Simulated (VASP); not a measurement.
## CdSe: single point with r2SCAN

The system is CdSe.

```
Cd Se
1.0
     0.10451    3.17229    3.17229
     3.17229    0.10451    3.17229
     3.17229    3.17229    0.10451
Cd Se
1 1
Direct
  0.00274 0.00274 0.00274
  0.24726 0.24726 0.24726
```

This cell differs from its parent crystal: strain along [111] +5.1%.

* Program: VASP 6.6.1
* Task: single point
* Functional: r2SCAN
* Potentials or basis: VASP PAW PBE potentials, release 64 (Cd, Se)
* Cutoff: 550 eV
* k mesh: 8 × 8 × 8
* Occupations: gaussian, width 0.01 eV
* Spin: no spin polarisation
* Dipole correction: no
* Further INCAR settings: ALGO = Normal; EDIFF = 1e-06; NBANDS = 16

```json
{"Pressure": "-2.2 GPa", "Largest force": "0.006 eV/Å", "Band gap on the k mesh": "0.82 eV"}
```

Forces in eV/Å, atoms in the order of the input:
```
Cd   0.003  0.003  0.003
Se  -0.003 -0.003 -0.003
```

Stress tensor (GPa, compression positive):
```
-2.19 -0.81 -0.81
-0.81 -2.19 -0.81
-0.81 -0.81 -2.19
```

Levels at points of the mesh, in eV from the valence-band top:
```csv
k point,band 6,band 7,band 8,band 9,band 10,band 11,band 12,band 13
"(0.00, 0.00, 0.00)",-7.70,-0.23,0.00,0.00,0.82,6.08,6.58,6.58
"(0.50, 0.00, 0.00)",-7.44,-4.02,-0.85,-0.67,2.57,6.69,6.79,7.55
"(0.50, 0.50, 0.00)",-7.40,-3.81,-1.82,-1.57,3.40,4.09,9.11,10.39
"(0.50, 0.50, 0.50)",-7.50,-4.15,-0.59,-0.59,2.96,7.08,7.08,7.31
```

Run time: 5.5 min on 1 thread of Intel Xeon 8259CL, with other jobs on the host, peak memory 0.26 GiB.

Caveat: the cell differs from its parent crystal (strain along [111] +5.1%); the PAW data sets were made with another functional, which shifts forces and pressure a little.
